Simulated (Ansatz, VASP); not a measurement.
**GaN in VASP and in Ansatz**

```xyz
4
Lattice="3.1831 0.0000 0.0000 -1.5916 2.7566 0.0000 0.0000 0.0000 5.1837" Properties=species:S:1:pos:R:3 pbc="T T T"
Ga    0.0000    1.8378    0.0006
Ga    1.5916    0.9189    2.5924
N     0.0000    1.8378    1.9537
N     1.5916    0.9189    4.5455
```

Alike in both runs: task single point; functional r2SCAN; k mesh 12 × 12 × 6; occupations gaussian, width 0.02 eV; no spin polarisation.

|  | VASP | Ansatz |
| --- | --- | --- |
| version | VASP 6.6.1 | Ansatz 0.2.0 |
| potentials or method | VASP PAW PBE potentials, release 64 (Ga_d, N), cutoff 660 eV | scalar-relativistic, plane waves, PAW |
| valence electrons in the cell | 36 | 36 |

|  | VASP | Ansatz | Ansatz less VASP |
| --- | --- | --- | --- |
| gap on the k mesh at the Fermi level (eV) | 2.34 | 2.35 | +0.007 |
| least direct gap on the mesh (eV) | 2.34 | 2.35 | +0.007 |
| pressure (GPa) | 1.1 | 0.0 | -1.06 |
| rms of the force components (eV/Å) | 0.004 | 0.000 | -0.0036 |

VASP's potentials were made for PBE, not for r2SCAN. Atom by atom the forces differ by 0.004 eV/Å (rms over components).
